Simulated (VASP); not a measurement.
Si2Br3:

```
Si Br
1.0
     4.45120    0.00000    0.00000
     0.00000    4.45120    0.00000
     0.00000    0.00000    7.67054
Si Br
2 3
Cartesian
  0.0000 0.0000 3.8353
  2.2256 2.2256 3.8353
  0.0000 0.0000 0.0000
  0.0000 2.2256 0.0000
  2.2256 0.0000 0.0000
```

The cell was generated, and may not be a known phase.

```yaml
Program: VASP 6.6.1
Task: relaxation of cell and atoms
Functional: PBE
Potentials_or_basis: VASP PAW PBE potentials, release 64 (Si, Br)
Cutoff: 600 eV
k_mesh: 4 × 4 × 2
Occupations: gaussian, width 0.1 eV
Spin: no spin polarisation
```

At the start: pressure 14.9 GPa; volume 30.40 Å³/atom.

Where does the relaxation end?

Over 25 steps the energy falls by 468.8 meV/atom and the volume is 32.91 Å³/atom (+8.3 %); space group P4/mmm (No. 123, to 0.1 Å) before and after.

The path:
```csv
step,energy change (eV),largest force (eV/Å),pressure (GPa),volume (Å³)
1,0.0000,0.0000,14.88,151.98
2,-1.8174,0.0000,-2.33,220.47
3,-2.0916,0.0000,0.07,191.95
4,-2.0927,0.0000,-0.26,194.34
5,-2.0931,0.0000,-0.12,193.45
6,-2.0958,0.0000,-0.13,192.55
7,-2.1053,0.0000,-0.06,189.89
8,-2.1319,0.0000,-0.01,184.56
9,-2.2156,0.0000,0.26,173.86
10,-2.2771,0.0000,1.86,152.36
11,-2.2936,0.0000,0.84,162.12
12,-2.3000,0.0000,1.09,159.12
13,-2.3002,0.0000,1.16,158.37
14,-2.3013,0.0000,1.17,158.17
15,-2.3038,0.0000,1.19,157.56
16,-2.3058,0.0000,1.26,156.32
17,-2.3086,0.0000,1.20,156.65
18,-2.3163,0.0000,1.03,157.63
19,-2.3282,0.0000,0.70,159.61
20,-2.3403,0.0000,0.14,163.61
21,-2.3412,0.0000,-0.02,165.03
22,-2.3412,0.0000,-0.07,165.24
23,-2.3415,0.0000,-0.05,165.18
24,-2.3424,0.0000,-0.04,164.97
25,-2.3439,0.0000,0.03,164.54
```

Final structure:
```
Si Br
1.0
     5.18199    0.00000    0.00000
     0.00000    5.18199    0.00000
     0.00000    0.00000    6.12757
Si Br
2 3
Direct
  0.00000 0.00000 0.50000
  0.50000 0.50000 0.50000
  0.00000 0.00000 0.00000
  0.00000 0.50000 0.00000
  0.50000 0.00000 0.00000
```

Caveat: the k points lie up to 0.51 Å⁻¹ apart in the final cell, too coarse for converged energies and pressures of a metal; a cell axis changed by over 15 % at a fixed basis, so the end point is rough; an odd number of electrons without spin polarisation forces a metal; a magnetic or distorted state may lie lower.
